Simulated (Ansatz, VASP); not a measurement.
## Te2Mo: VASP beside Ansatz

Contents of INCAR:

```
PREC     = Accurate       # precision mode
ENCUT    = 520            # plane-wave cutoff, eV
EDIFF    = 1E-6           # SCF threshold, eV
ISMEAR   = 0              # smearing method
SIGMA    = 0.05           # smearing width, eV
LREAL    = F              # projectors in reciprocal space
LASPH    = T              # aspherical terms in the spheres
NELM     = 60             # most SCF steps
ALGO     = Normal         # electronic algorithm
ISIF     = 2              # what is computed and relaxed
LWAVE    = F              # write WAVECAR
LCHARG   = F              # write CHGCAR
GGA      = PE             # functional
NBANDS   = 20             # bands
```

Contents of KPOINTS:

```
regular mesh
0
Gamma
  24 24 1
```

The input POSCAR:

```
Te2Mo
1.0
    3.5181997500      0.0000000000      0.0000000000
   -1.7590998800      3.0468503600      0.0000000000
    0.0000000000      0.0000000000     16.6051888000
Te Mo
2 1
Direct
    0.3333333300      0.6666666700      0.3914439100
    0.3333333300      0.6666666700      0.6085560900
    0.6666666700      0.3333333300      0.5000000000
```

Input for Ansatz:

```yaml
crystal:
  lattice:
    - [3.51819975, 0.0, 0.0]
    - [-1.75909988, 3.04685036, 0.0]
    - [0.0, 0.0, 16.6051888]
  atoms:
    - { symbol: Te, position: [0.33333333, 0.66666667, 0.39144391] }
    - { symbol: Te, position: [0.33333333, 0.66666667, 0.60855609] }
    - { symbol: Mo, position: [0.66666667, 0.33333333, 0.5] }
basis:
  ecutwfc: 420
kpoints:
  mp_grid: { grid: [24, 24, 1] }
hamiltonian:
  xc: pbe
scf:
  occupations: { method: gaussian, width: 0.05 }
output:
  forces: true
  eigenvalues: true
  eigenstates:
    nscf_kmesh: { grid: [72, 72, 1] }
    top_band: c6
    de_dk: true
    localisation: true
checkpoint:
  write: ck
  compress: false
  write_wavefunctions: false
  write_every: 100000
```

Alike in both runs: task single point; functional PBE; k mesh 24 × 24 × 1; occupations gaussian, width 0.05 eV; no spin polarisation.

```csv
,VASP,Ansatz
version,VASP 6.6.1,Ansatz 0.2.0
potentials or method,"VASP PAW PBE potentials, release 64 (Te, Mo_sv), cutoff 520 eV","scalar-relativistic, plane waves, PAW"
valence electrons in the cell,26,46
```

|  | VASP | Ansatz | Ansatz less VASP |
| --- | --- | --- | --- |
| gap on the k mesh at the Fermi level (eV) | 1.14 | 1.15 | +0.001 |
| rms of the force components (eV/Å) | 0.130 | 0.124 | -0.0066 |

Atom by atom the forces differ by 0.007 eV/Å (rms over components). With one functional, cell and mesh, what is left measures potentials, basis and numerics. VASP's potentials hold 26 valence electrons a cell and Ansatz's 46, so a difference there can come from the potentials and not from the codes.

Spin-orbit coupling is off throughout.
